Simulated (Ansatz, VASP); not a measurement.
ZnF2: VASP beside Ansatz

```xyz
6
Lattice="4.8196 0.0000 0.0000 0.0000 4.8196 0.0000 0.0000 0.0000 3.2103" Properties=species:S:1:pos:R:3 pbc="T T T"
Zn    0.0000    0.0000    0.0000
Zn    2.4098    2.4098    1.6051
F     1.4574    1.4574    0.0000
F     0.9524    3.8672    1.6051
F     3.3622    3.3622    0.0000
F     3.8672    0.9524    1.6051
```

Alike in both runs: task single point; functional PBE; k mesh 4 × 4 × 6; no spin polarisation.

```csv
,VASP,Ansatz
version,VASP 6.6.1,Ansatz 0.2.0
potentials or method,"VASP PAW PBE potentials, release 64 (Zn, F), cutoff 600 eV","plane waves, PAW"
occupations,"gaussian, width 0.01 eV",fixed
valence electrons in the cell,52,52
```

|  | VASP | Ansatz | Ansatz less VASP |
| --- | --- | --- | --- |
| pressure (GPa) | -1.9 | -2.1 | -0.26 |
| traceless stress, the component that is largest in VASP (GPa) | -0.43 | -0.57 | -0.133 |
